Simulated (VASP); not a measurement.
A run of VASP 6.6.1 is set up as follows.

The input INCAR:

```
PREC = Accurate
ENCUT = 500
EDIFF = 1E-6
ISMEAR = 0
SIGMA = 0.1
LREAL = False
LASPH = True
NELM = 120
ALGO = Normal
ISIF = 2
LWAVE = False
LCHARG = False
GGA = PE
NBANDS = 15
GGA_COMPAT = False
```

Contents of KPOINTS:

```
Automatic mesh
0
Gamma
  6 6 6
```

POSCAR

```
RbCl
1.0
    0.0000000000      3.1333722452      3.1333722452
    3.1333722452      0.0000000000      3.1333722452
    3.1333722452      3.1333722452      0.0000000000
Rb Cl
1 1
Direct
    0.0000000000      0.0000000000      0.0000000000
    0.5000000000      0.5000000000      0.5000000000
```

Potentials or basis: VASP PAW PBE potentials, release 64 (Rb_sv, Cl).

Run with:

```sh
$ cat potpaw_PBE.64/Rb_sv/POTCAR potpaw_PBE.64/Cl/POTCAR > POTCAR
$ mpirun -np 1 vasp_std > vasp.out
```

(1) Predict the band gap on the k mesh.

(2) Predict the pressure.

## Answers

(1) 5.51 eV.

(2) 4.7 GPa.

Caveat: the cell differs from its parent crystal (Na replaced by Rb, lengths x 1.121, strained); the cell stands under pressure.
